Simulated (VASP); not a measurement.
# HfC (Fm-3m) in VASP: further runs, part 3 of 3

VASP 6.6.1. The steps go on from the part before.

## Step 6: Relaxation of cell and atoms, PBE, target pressure 2 GPa, at which the enthalpy is minimised

INCAR reads:

```
SYSTEM = HfC
PREC     = Accurate       ! precision mode
ENCUT    = 600            ! plane-wave cutoff, eV
EDIFF    = 1E-6           ! SCF threshold, eV
ISMEAR   = -1             ! smearing method
SIGMA    = 0.05           ! smearing width, eV
LREAL    = .False.        ! projectors in reciprocal space
LASPH    = .True.         ! aspherical terms in the spheres
NELM     = 100            ! most SCF steps
ALGO     = Normal         ! electronic algorithm
ISIF     = 3              ! what is computed and relaxed
LWAVE    = .False.        ! write WAVECAR
LCHARG   = .False.        ! write CHGCAR
GGA      = PE             ! functional
IBRION   = 2              ! ionic algorithm
NSW      = 80             ! ionic steps
EDIFFG   = -0.02          ! ionic threshold
PSTRESS  = 20.0
```

KPOINTS reads:

```
regular mesh
0
Gamma
  10 10 10
  0 0 0
```

POSCAR reads:

```
HfC
1.0
    0.0000000000      2.3250000000      2.3250000000
    2.3250000000      0.0000000000      2.3250000000
    2.3250000000      2.3250000000      0.0000000000
Hf C
1 1
Direct
    0.5000000000      0.5000000000      0.5000000000
    0.0000000000      0.0000000000      0.0000000000
```

Potentials or basis: VASP PAW PBE potentials, release 64 (Hf_pv, C).

On the command line:

```
cat potpaw_PBE.64/Hf_pv/POTCAR potpaw_PBE.64/C/POTCAR > POTCAR
mpirun -np 1 vasp_std > vasp.out
```

OUTCAR:

```text
SYSTEM = HfC
   PREC = Accurate
   ENCUT = 600
   EDIFF = 1E-6
   ISMEAR = -1
   LREAL = .False.
   LASPH = .True.
   NELM = 100
   ISIF = 3
   GGA = PE
   IBRION = 2
   NSW = 80
   EDIFFG = -0.02
   PSTRESS = 20.0

 ion  position               nearest neighbor table
   1  0.500  0.500  0.500-   2 2.33   2 2.33   2 2.33   2 2.33   2 2.33   2 2.33
   2  0.000  0.000  0.000-   1 2.33   1 2.33   1 2.33   1 2.33   1 2.33   1 2.33

  LATTYP: Found a face centered cubic cell.
 ALAT       =     4.6500000000

  Lattice vectors:

 A1 = (   0.0000000000,   2.3250000000,   2.3250000000)
 A2 = (   2.3250000000,   0.0000000000,   2.3250000000)
 A3 = (   2.3250000000,   2.3250000000,   0.0000000000)

Analysis of symmetry for initial positions (statically):
=====================================================================
 Subroutine PRICEL returns:
 Original cell was already a primitive cell.

 Routine SETGRP: Setting up the symmetry group for a
 face centered cubic supercell.

 Subroutine GETGRP returns: Found 48 space group operations
 (whereof 48 operations were pure point group operations)
 out of a pool of 48 trial point group operations.

The static configuration has the point symmetry O_h .

Analysis of symmetry for dynamics (positions and initial velocities):
=====================================================================
 Subroutine PRICEL returns:
 Original cell was already a primitive cell.

 Routine SETGRP: Setting up the symmetry group for a
 face centered cubic supercell.

 Subroutine GETGRP returns: Found 48 space group operations
 (whereof 48 operations were pure point group operations)
 out of a pool of 48 trial point group operations.

The dynamic configuration has the point symmetry O_h .

 Subroutine INISYM returns: Found 48 space group operations
 (whereof 48 operations are pure point group operations),
 and found     1 'primitive' translations

----------------------------------------------------------------------------------------
[... 124 lines left out ...]
 conjugate gradient relaxation of ions
 non-spin polarized calculation
  energy-cutoff  :      600.00
  volume of cell :       25.14
 maximum number of plane-waves:       869
 NGX is ok and might be reduce to    28
   NGX = 13   NGY = 13   NGZ = 13

--------------------------------------- Ionic step        1  -------------------------------------------

 number of electron      14.0000000 magnetization

 Free energy of the ion-electron system (eV)
  ---------------------------------------------------
  ext. energy  EPLUGINS =         0.00000000
  ---------------------------------------------------
  free energy    TOTEN  =       -21.04541827 eV

  energy without entropy =      -21.04261788  energy(sigma->0) =      -21.04401808

------------------------ aborting loop because EDIFF is reached ----------------------------------------

  FORCE on cell =-STRESS in cart. coord.  units (eV):
  Direction    XX          YY          ZZ          XY          YZ          ZX
  --------------------------------------------------------------------------------------
  -------------------------------------------------------------------------------------
  Total       -0.0785381     -0.0785381     -0.0785381      0.0000000      0.0000000     -0.0000000
  in kB       -5.0060115     -5.0060115     -5.0060115      0.0000000      0.0000000     -0.0000000
  external PRESSURE =     -25.0060115 kB  Pullay stress =      20.0000000 kB
[... 63 lines left out ...]
--------------------------------------- Ionic step        3  -------------------------------------------

 number of electron      14.0000000 magnetization

 Free energy of the ion-electron system (eV)
  ---------------------------------------------------
  ext. energy  EPLUGINS =         0.00000000
  ---------------------------------------------------
  free energy    TOTEN  =       -21.04423553 eV

  energy without entropy =      -21.04149840  energy(sigma->0) =      -21.04286696

 E-fermi :   6.0568     XC(G=0): -12.3364

 val. band max:        6.0402094204   @ k =   0.1000   0.0000   0.0000
 cond. band min:       6.1821524103   @ k =   0.1000   0.1000   0.0000
 fundamental gap:      0.1419429900
 Fermi energy:         6.0568345472

 k-point     1 :       0.0000    0.0000    0.0000
  band No.  band energies     occupation
      1     -23.4868      2.00000
      2     -23.4868      2.00000
      3     -23.4868      2.00000
      4      -6.3305      2.00000
      5       7.0357      0.00000
      6       7.0357      0.00000
      7       7.0357      0.00000
      8       7.4282      0.00000
      9       7.4282      0.00000
     10       7.4282      0.00000
     11       9.4567      0.00000
[... 309 lines left out ...]
 k-point    24 :       0.4000    0.3000    0.0000
  band No.  band energies     occupation
      1     -23.9964      2.00000
      2     -23.6915      2.00000
      3     -23.6701      2.00000
      4      -4.2279      2.00000
      5       2.2994      2.00000
      6       4.2106      2.00000
      7       5.3182      2.00000
      8       6.2437      0.04655
      9      11.4590      0.00000
     10      12.4928      0.00000
     11      12.6215      0.00000

 [... further k-points ...]
[... 5 lines left out ...]
  --------------------------------------------------------------------------------------
  -------------------------------------------------------------------------------------
  Total        0.3089064      0.3089064      0.3089064      0.0000000     -0.0000000      0.0000000
  in kB       19.8943063     19.8943063     19.8943063      0.0000000     -0.0000000      0.0000000
  external PRESSURE =      -0.1056937 kB  Pullay stress =      20.0000000 kB
[... 21 lines left out ...]
  energy  without entropy=      -21.0414984010  energy(sigma->0) =      -21.04286696

  enthalpy is  TOTEN    =       -20.7336880294 eV   P V=        0.3105474964

 reached required accuracy - stopping structural energy minimisation
```

Run time: 56 s. Hardware: 1 thread of Intel Xeon Platinum 8259CL at 2.50GHz (Skylake/Cascade Lake), shared host; peak memory 0.17 GiB.

Results:

| Quantity | Value |
| --- | --- |
| Free energy | -21.0442 eV |
| Relaxed volume | 12.44 Å³/atom |
| Relaxed cell | a = 3.277 Å, b = 3.277 Å, c = 3.277 Å, α = 60.00°, β = 60.00°, γ = 60.00° |
| Space group after relaxing (to 0.05 Å) | Fm-3m (No. 225) |
| Energy change on relaxing (the enthalpy is what falls) | +0.6 meV/atom |
| Ionic steps | 3 |
| Pressure after relaxing | 2.0 GPa |
| Band gap on the k mesh | zero (band 7 reaches 7.04 eV, above the bottom of band 8 at 5.63 eV) |

The path:
| step | energy change (eV) | largest force (eV/Å) | pressure (GPa) | volume (Å³) |
| --- | --- | --- | --- | --- |
| 1 | 0.0000 | 0.0000 | -0.50 | 25.14 |
| 2 | 0.0132 | 0.0000 | 6.69 | 24.43 |
| 3 | 0.0012 | 0.0000 | 1.99 | 24.88 |

Final structure:
```
CELL_PARAMETERS angstrom
0.00000 2.31700 2.31700
2.31700 0.00000 2.31700
2.31700 2.31700 0.00000
ATOMIC_POSITIONS crystal
Hf 0.50000 0.50000 0.50000
C 0.00000 0.00000 0.00000
```

Caveat: the cell is relaxed towards a set pressure, so the enthalpy falls and the energy may rise; spin-orbit coupling is left out, which moves the levels of the heavy elements.

## Step 7: The runs side by side

```tsv
task	cell	k mesh	cutoff (eV)	gap on the mesh (eV)	pressure (GPa)	relaxed volume (Å³/atom)
single point	a = 3.289 Å, angles 60.0°, 2 atoms	10 × 10 × 10	520	none	-0.7	-
single point	a = 3.280 Å, angles 60.0°, 2 atoms	10 × 10 × 10	520	none	1.3	-
relaxation of cell and atoms	relaxed from a = 3.288 Å, angles 60.0°, 2 atoms	7 × 7 × 7	600	none	0.0	12.54
relaxation of cell and atoms	relaxed from a = 3.288 Å, angles 60.0°, 2 atoms	10 × 10 × 10	600	none	0.0	12.54
relaxation of cell and atoms	relaxed to 2 GPa from a = 3.288 Å, angles 60.0°, 2 atoms	10 × 10 × 10	600	none	2.0	-
```

Alike in all rows: level PBE; potentials or basis VASP PAW PBE potentials, release 64 (Hf_pv, C); no spin polarisation; smearing fermi-dirac 0.05 eV.

Caveats: spin-orbit coupling is left out, which moves the levels of the heavy elements; the cell is relaxed towards a set pressure, so the enthalpy falls and the energy may rise (some runs).

Total energies depend on the potentials used, so only differences within one code and one set of settings carry meaning.
